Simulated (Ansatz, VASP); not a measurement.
# Al4GeRu in VASP and in Ansatz

INCAR

```
SYSTEM = Al4GeRu
PREC = Accurate
ENCUT = 520
EDIFF = 1E-7
ISMEAR = 0
SIGMA = 0.1
LREAL = .FALSE.
LASPH = .TRUE.
NELM = 150
ALGO = Normal
ISIF = 2
LWAVE = .FALSE.
LCHARG = .TRUE.
ISPIN = 2
MAGMOM = 0 0 0 0 0 1
LORBIT = 11
LMAXMIX = 4
GGA = PE
LELF = .TRUE.
LVHAR = .TRUE.
NBANDS = 33
```

The input KPOINTS:

```
regular mesh
0
G
  4 4 4
  0 0 0
```

POSCAR

```
Al4GeRu
1.0
    0.0000000000      3.6413170264      3.6413170264
    3.6413170264      0.0000000000      3.6413170264
    3.6413170264      3.6413170264      0.0000000000
Al Ge Ru
4 1 1
Direct
    0.6242890264      0.6242890264      0.1271329209
    0.6242890264      0.1271329209      0.6242890264
    0.1271329209      0.6242890264      0.6242890264
    0.6242890264      0.6242890264      0.6242890264
    0.0000000000      0.0000000000      0.0000000000
    0.2500000000      0.2500000000      0.2500000000
```

Input for Ansatz:

```yaml
crystal:
  lattice:
    - [0.0, 3.6413170264, 3.6413170264]
    - [3.6413170264, 0.0, 3.6413170264]
    - [3.6413170264, 3.6413170264, 0.0]
  atoms:
    - { symbol: Al, position: [0.6242890264, 0.6242890264, 0.1271329209] }
    - { symbol: Al, position: [0.6242890264, 0.1271329209, 0.6242890264] }
    - { symbol: Al, position: [0.1271329209, 0.6242890264, 0.6242890264] }
    - { symbol: Al, position: [0.6242890264, 0.6242890264, 0.6242890264] }
    - { symbol: Ge, position: [0.0, 0.0, 0.0] }
    - { symbol: Ru, position: [0.25, 0.25, 0.25], spin: 1.0 }
basis:
  ecutwfc: 420
kpoints:
  mp_grid: { grid: [4, 4, 4] }
hamiltonian:
  xc: pbe
scf:
  occupations: { method: gaussian, width: 0.1 }
  lower_state_search: "off"
output:
  forces: true
  stress: true
  eigenvalues: true
  populations: true
magnetization:
  spin_polarized: true
```

Change from the starting cell: species swapped into the CaDyAl4 type (F-43m, No. 216).

Alike in both runs: task single point; functional PBE; k mesh 4 × 4 × 4; occupations gaussian, width 0.1 eV; collinear spin.

|  | VASP | Ansatz |
| --- | --- | --- |
| version | VASP 6.6.1 | Ansatz 0.2.0 |
| potentials or method | VASP PAW PBE potentials, release 64 (Al, Ge_d, Ru_pv), cutoff 520 eV | scalar-relativistic, plane waves, PAW |
| valence electrons in the cell | 40 | 42 |

VASP gave:

| Property | Result |
| --- | --- |
| gap on the k mesh at the Fermi level (eV) | none |
| pressure (GPa) | -0.2 |
| rms of the force components (eV/Å) | 0.011 |
| net moment per atom (μB) | 0.00 |

Task: Which values does Ansatz return?

Result: gap on the k mesh at the Fermi level (eV): none; pressure (GPa): -0.2; rms of the force components (eV/Å): 0.012; net moment per atom (μB): 0.00.

Atom by atom the forces differ by 0.001 eV/Å (rms over components). A gap of «none» marks a metal or a gap that the smearing closes. VASP's potentials hold 40 valence electrons a cell and Ansatz's 42, so a difference there can come from the potentials and not from the codes. Ansatz's warnings: seeded moment not kept.

The k mesh is coarse, so the values compare programs but aren't converged.
